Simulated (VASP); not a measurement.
# NaP2 (Cmc2_1) in VASP: single point with PBE

Aim: the single point of NaP2 with PBE.

All numbers are computed with VASP 6.6.1; they aren't measurements. Logs are shortened: lines on timing, memory, paths and dates and some standing lists are left out, and cuts for length are marked.

## Step 1: The cell of the first run

The typed cell holds 6 atoms: a = 5.650 Å, b = 5.650 Å, c = 4.874 Å, α = 90.00°, β = 90.00°, γ = 45.03°.

The cell was generated, and may not be a known phase.

## Step 2: Single point, PBE

Contents of INCAR:

```
SYSTEM = NaP2
  PREC = Accurate
  ENCUT = 520
  EDIFF = 1E-7
  ISMEAR = 0
  SIGMA = 0.1
  LREAL = .False.
  LASPH = .True.
  NELM = 60
  ALGO = Normal
  ISIF = 2
  LWAVE = .False.
  LCHARG = .False.
  GGA = PE
  NBANDS = 26
```

Contents of KPOINTS:

```
Automatic mesh
0
Gamma
  4 4 4
  0 0 0
```

Contents of POSCAR:

```
NaP2
1.0
    5.2190773086     -2.1632236641      0.0000000000
    5.2190773086      2.1632236641      0.0000000000
    0.0000000000      0.0000000000      4.8740230792
Na P
2 4
Direct
    0.2499214095      0.7500785905      0.1554308965
    0.7500785905      0.2499214095      0.6554308965
   -0.0386818454      0.4613777300      0.1451922988
    0.5386222700      1.0386818454      0.1451922988
    1.0386818454      0.5386222700      0.6451922988
    0.4613777300     -0.0386818454      0.6451922988
```

Potentials or basis: VASP PAW PBE potentials, release 64 (Na_pv, P).

Run with:

```
cat potpaw_PBE.64/Na_pv/POTCAR potpaw_PBE.64/P/POTCAR > POTCAR
mpirun -np 1 vasp_std > vasp.out
```

OUTCAR:

```text
SYSTEM = NaP2
   PREC = Accurate
   ENCUT = 520
   EDIFF = 1E-7
   ISMEAR = 0
   LREAL = .False.
   LASPH = .True.
   NELM = 60
   ISIF = 2
   GGA = PE

 ion  position               nearest neighbor table
   1  0.250  0.750  0.155-
   2  0.750  0.250  0.655-
   3  0.961  0.461  0.145-   4 2.31   4 2.31   5 2.57   5 2.57
   4  0.539  0.039  0.145-   3 2.31   3 2.31   6 2.57   6 2.57
   5  0.039  0.539  0.645-   6 2.31   6 2.31   3 2.57   3 2.57
   6  0.461  0.961  0.645-   5 2.31   5 2.31   4 2.57   4 2.57

  LATTYP: Found a base centered orthorhombic cell.
 ALAT       =     4.3264473282
 B/A-ratio  =     2.4126387831
 C/A-ratio  =     1.1265647561

  Lattice vectors:

 A1 = (  -5.2190773086,  -2.1632236641,   0.0000000000)
 A2 = (   5.2190773086,  -2.1632236641,   0.0000000000)
 A3 = (   0.0000000000,   0.0000000000,   4.8740230792)

Analysis of symmetry for initial positions (statically):
=====================================================================
 Subroutine PRICEL returns:
 Original cell was already a primitive cell.

 Routine SETGRP: Setting up the symmetry group for a
 base centered orthorhombic supercell.

 Subroutine GETGRP returns: Found  4 space group operations
 (whereof  2 operations were pure point group operations)
 out of a pool of  8 trial point group operations.

The static configuration has the point symmetry C_1h.
 The point group associated with its full space group is C_2v.

Analysis of symmetry for dynamics (positions and initial velocities):
=====================================================================
 Subroutine PRICEL returns:
 Original cell was already a primitive cell.

 Routine SETGRP: Setting up the symmetry group for a
 base centered orthorhombic supercell.

 Subroutine GETGRP returns: Found  4 space group operations
 (whereof  2 operations were pure point group operations)
 out of a pool of  8 trial point group operations.

The dynamic configuration has the point symmetry C_1h.
 The point group associated with its full space group is C_2v.

 Subroutine INISYM returns: Found  4 space group operations
 (whereof  2 operations are pure point group operations),
 and found     1 'primitive' translations

----------------------------------------------------------------------------------------

                                     Primitive cell

  volume of cell :     110.0557

  direct lattice vectors                    reciprocal lattice vectors
     5.219077309 -2.163223664  0.000000000     0.095802375 -0.231136525  0.000000000
[... 93 lines left out ...]
   NSW    =      0    number of steps for IOM
   IBRION =     -1    ionic relax: 0-MD 1-quasi-New 2-CG
   NFREE  =      0    steps in history (QN), initial steepest desc. (CG)
   ISIF   =      2    stress and relaxation
   ISYM   =      2    0-nonsym 1-usesym 2-fastsym
   POTIM  = 0.5000    time-step for ionic-motion
   TEBEG  =    0.0;   TEEND  =   0.0 temperature during run
   PSTRESS=    0.0 pullay stress
   NELECT =      34.0000    total number of electrons
   NUPDOWN=      -1.0000    fix difference up-down
   EMIN   =  10.00;   EMAX   =-10.00  energy-range for DOS
   EFERMI =   0.00;   METHOD = LEGACY
   ISMEAR =     0;   SIGMA  =   0.10  broadening in eV -4-tet -1-fermi 0-gaus
   EFERMI_NEDOS =   21; number of points for ismear=-14 and -15
   IALGO  =     38    algorithm
   IMIX   =      4    mixing-type and parameters
     AMIX     =   0.40;   BMIX     =  1.00
     AMIX_MAG =   1.60;   BMIX_MAG =  1.00
  volume/ion in A,a.u.               =      18.34       123.78
  Fermi-wavevector in a.u.,A,eV,Ry     =   1.106701  2.091361 16.664234  1.224787
  Thomas-Fermi vector in A             =   2.243205
   LORBIT       =      0    0 simple, 1 ext, 2 COOP (PROOUT), +10 PAW based schemes
   GGA     = PE    functional components
   LHFCALC =     F    Hartree Fock is set to
   AEXX    =    0.0000 exact exchange contribution
   IVDW    =     0    specifies the selected vdW correction
   LEPSILON=     F    determine dielectric tensor
   LRPA    =     F    only Hartree local field effects (RPA)
 non-spin polarized calculation
 Gauss-broadening in eV      SIGMA  =   0.10
  energy-cutoff  :      520.00
  volume of cell :      110.06
 maximum number of plane-waves:      2978
   NGX = 21   NGY = 21   NGZ = 19

 number of electron      33.9999993 magnetization

 Free energy of the ion-electron system (eV)
  ---------------------------------------------------
  ext. energy  EPLUGINS =         0.00000000
  ---------------------------------------------------
  free energy    TOTEN  =       -24.97476098 eV

  energy without entropy =      -24.96550543  energy(sigma->0) =      -24.97013320

 E-fermi :   5.3820     XC(G=0):  -9.5165

 val. band max:        5.3463942928   @ k =  -0.2500   0.2500   0.5000
 cond. band min:       5.5861808860   @ k =   0.5000   0.5000   0.2500
 fundamental gap:      0.2397865932
 Fermi energy:         5.3820234728

 k-point     1 :       0.0000    0.0000    0.0000
  band No.  band energies     occupation
      1     -19.2181      2.00000
      2     -19.1892      2.00000
      3     -19.1459      2.00000
      4     -19.1450      2.00000
      5     -19.1358      2.00000
      6     -19.1267      2.00000
[... 598 lines left out ...]
     25      11.4511      0.00000
     26      11.4511      0.00000

------------------------ aborting loop because EDIFF is reached ----------------------------------------

  FORCE on cell =-STRESS in cart. coord.  units (eV):
  Direction    XX          YY          ZZ          XY          YZ          ZX
  --------------------------------------------------------------------------------------
  -------------------------------------------------------------------------------------
  Total        0.1151943     -0.2962234     -0.2206569      0.0000000      0.0000000      0.0000000
  in kB        1.6769838     -4.3123815     -3.2122940      0.0000000      0.0000000      0.0000000
  external PRESSURE =      -1.9492306 kB  Pullay stress =       0.0000000 kB

 VOLUME and BASIS-vectors are now :
 -----------------------------------------------------------------------------
  energy-cutoff  :      520.00
  volume of cell :      110.06
      direct lattice vectors                 reciprocal lattice vectors
     5.219077309 -2.163223664  0.000000000     0.095802375 -0.231136525  0.000000000
     5.219077309  2.163223664  0.000000000     0.095802375  0.231136525  0.000000000
     0.000000000  0.000000000  4.874023079     0.000000000  0.000000000  0.205169320

 POSITION                                       TOTAL-FORCE (eV/Angst)
 -----------------------------------------------------------------------------------
      5.21908      1.08195      0.75757         0.000000     -0.000679     -0.007518
      5.21908     -1.08195      3.19459         0.000000      0.000679     -0.007518
      7.42516     -1.08148      0.70767         0.022863     -0.000617      0.003759
      3.01299     -1.08148      0.70767        -0.022863     -0.000617      0.003759
      3.01299      1.08148      3.14468        -0.022863      0.000617      0.003759
      7.42516      1.08148      3.14468         0.022863      0.000617      0.003759
 -----------------------------------------------------------------------------------
    total drift:                                0.000000      0.000000      0.000992

  FREE ENERGIE OF THE ION-ELECTRON SYSTEM (eV)
  ---------------------------------------------------
  free  energy   TOTEN  =       -24.9747609796 eV

  energy  without entropy=      -24.9655054251  energy(sigma->0) =      -24.97013320
```

OSZICAR:

```text
N       E                     dE             d eps       ncg     rms          rms(c)
DAV:   1     0.258344889448E+03    0.25834E+03   -0.15685E+04  1092   0.132E+03
DAV:   2     0.309751895347E+00   -0.25804E+03   -0.24377E+03  1164   0.329E+02
DAV:   3    -0.244666893960E+02   -0.24776E+02   -0.23986E+02  1414   0.101E+02
DAV:   4    -0.252961850725E+02   -0.82950E+00   -0.81826E+00  1314   0.182E+01
DAV:   5    -0.253190733986E+02   -0.22888E-01   -0.22860E-01  1544   0.316E+00    0.839E+00
DAV:   6    -0.250754103223E+02    0.24366E+00   -0.19427E-01  1426   0.259E+00    0.499E+00
DAV:   7    -0.249759815194E+02    0.99429E-01   -0.29750E-01  1452   0.275E+00    0.410E-01
DAV:   8    -0.249747976342E+02    0.11839E-02   -0.22888E-02  1240   0.114E+00    0.150E-01
DAV:   9    -0.249747563609E+02    0.41273E-04   -0.65686E-04  1384   0.206E-01    0.146E-01
DAV:  10    -0.249747765911E+02   -0.20230E-04   -0.18469E-04  1386   0.134E-01    0.925E-02
DAV:  11    -0.249747600790E+02    0.16512E-04   -0.47851E-05  1182   0.525E-02    0.804E-03
DAV:  12    -0.249747604895E+02   -0.41054E-06   -0.18820E-06  1534   0.901E-03    0.360E-03
DAV:  13    -0.249747608424E+02   -0.35287E-06   -0.34330E-07  1028   0.377E-03    0.215E-03
DAV:  14    -0.249747609669E+02   -0.12452E-06   -0.42510E-08   840   0.131E-03    0.616E-04
DAV:  15    -0.249747609796E+02   -0.12692E-07   -0.88316E-09   638   0.862E-04
   1 F= -.24974761E+02 E0= -.24970133E+02  d E =-.925555E-02
```

stdout:

```text
POSCAR found type information on POSCAR NaP
 POSCAR found :  2 types and       6 ions
 scaLAPACK will be used
 LDA part: xc-table for (Slater+PW92), standard interpolation
 POSCAR, INCAR and KPOINTS ok, starting setup
 FFT: planning ... GRIDC
 FFT: planning ... GRID_SOFT
 FFT: planning ... GRID
 WAVECAR not read
 entering main loop
```

It took 2.1 min on 1 thread of Oxide Virtual Turin-like, shared host; peak memory 0.21 GiB.

What came out:

* Free energy: -24.9748 eV
* Pressure: -0.2 GPa
* Largest force: 0.023 eV/Å
* Band gap on the k mesh: zero (bands 17 and 18 overlap by 2.82 eV)

Forces in eV/Å, atoms in the order of the input:
```
Na   0.000 -0.001 -0.008
Na   0.000  0.001 -0.008
P    0.023 -0.001  0.004
P   -0.023 -0.001  0.004
P   -0.023  0.001  0.004
P    0.023  0.001  0.004
```

Levels at points of the mesh, in eV from the Fermi level:
```
           k point  band 14  band 15  band 16  band 17  band 18  band 19  band 20  band 21
(0.00, 0.00, 0.00)    -2.36    -1.56    -1.51    -1.31    -1.04     1.50     1.62     3.29
(0.50, 0.00, 0.00)    -4.41    -1.56    -1.56     1.62     1.62     2.52     2.52     3.21
(0.50, 0.50, 0.00)    -2.12    -1.58    -1.55    -0.25     0.27     0.62     2.29     3.05
(0.00, 0.00, 0.50)    -3.78    -1.79    -1.79    -1.20    -1.20     2.87     2.87     3.00
(0.50, 0.00, 0.50)    -3.34    -0.08    -0.08    -0.05    -0.05     2.89     2.89     3.14
(0.50, 0.50, 0.50)    -4.38    -1.55    -1.55     0.26     0.26     3.51     3.51     3.96
```

Caveat: the k points lie up to 0.39 Å⁻¹ apart, too coarse for converged energies and pressures of a metal.

The gap in the log of VASP goes by the Fermi energy; the results here count the filled bands.